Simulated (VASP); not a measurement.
Here is a VASP 6.6.1 calculation.

The input INCAR:

```
ALGO = Normal
EDIFF = 1E-6
ENCUT = 520
GGA = RE
ISIF = 2
ISMEAR = -1
LASPH = True
LCHARG = False
LREAL = False
LWAVE = False
NBANDS = 13
NELM = 80
PREC = Accurate
SIGMA = 0.05
```

Contents of KPOINTS:

```
k-points
0
Gamma
  9 9 9
```

File POSCAR:

```
Pb
1.0
    0.0000000000      2.5235621278      2.5235621278
    2.5235621278      0.0000000000      2.5235621278
    2.5235621278      2.5235621278      0.0000000000
Pb
1
Direct
    0.0000000000      0.0000000000      0.0000000000
```

Potentials or basis: VASP PAW PBE potentials, release 64 (Pb_d).

The run is started by

```sh
$ cat potpaw_PBE.64/Pb_d/POTCAR > POTCAR
$ mpirun -np 1 vasp_std > vasp.out
```

Q: What does it give for the pressure?

A: 0.7 GPa.

Q: What does it give for the band gap on the k mesh?

A: Zero (band 7 reaches 13.72 eV, above the bottom of band 8 at 5.32 eV).

Caveat: the PAW data sets were made with another functional, which shifts forces and pressure a little; spin-orbit coupling is left out, which moves the levels of the heavy elements.
